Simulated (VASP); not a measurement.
Wanted: the native input for a VASP 6.6.1 run.

```
Task                   : single point
Functional             : LDA
Potentials or basis    : VASP PAW LDA potentials, release 64 (Cd, F)
Cutoff                 : 600 eV
k mesh                 : 5 × 5 × 5
Occupations            : gaussian, width 0.01 eV
Spin                   : no spin polarisation
Dipole correction      : no
Further INCAR settings : ALGO = Normal; EDIFF = 1e-06; NBANDS = 20
```

The structure of CdF2 lies in POSCAR:

```
CdF2
1.0
    0.0000000000      2.6940000000      2.6940000000
    2.6940000000      0.0000000000      2.6940000000
    2.6940000000      2.6940000000      0.0000000000
Cd F
1 2
Direct
   -0.0092798812     -0.0092798812      0.0092798812
    0.2500000000      0.2500000000      0.2500000000
    0.7500000000      0.7500000000      0.7500000000
```

One way to write it, as run:

INCAR

```
PREC     = Accurate       # precision mode
ENCUT    = 600            # plane-wave cutoff, eV
EDIFF    = 1E-6           # SCF threshold, eV
ISMEAR   = 0              # smearing method
SIGMA    = 0.01           # smearing width, eV
LREAL    = False          # projectors in reciprocal space
LASPH    = True           # aspherical terms in the spheres
NELM     = 120            # most SCF steps
ALGO     = Normal         # electronic algorithm
ISIF     = 2              # what is computed and relaxed
LWAVE    = False          # write WAVECAR
LCHARG   = False          # write CHGCAR
NBANDS   = 20             # bands
GGA_COMPAT= False
```

KPOINTS

```
Automatic mesh
0
Gamma
  5 5 5
```

Potentials or basis: VASP PAW LDA potentials, release 64 (Cd, F).

Launch:

```console
$ cat potpaw_LDA.64/Cd/POTCAR potpaw_LDA.64/F/POTCAR > POTCAR
$ mpirun -np 1 vasp_std > vasp.out
```

It gave:

The pressure is -4.8 GPa. The largest force is 0.245 eV/Å and the band gap on the k mesh is 2.88 eV (least direct gap 3.28 eV).

Caveat: the cell stands under tension.

It took 26 s on 1 thread of AMD EPYC 7R13, with other jobs on the host, peak memory 0.16 GiB.
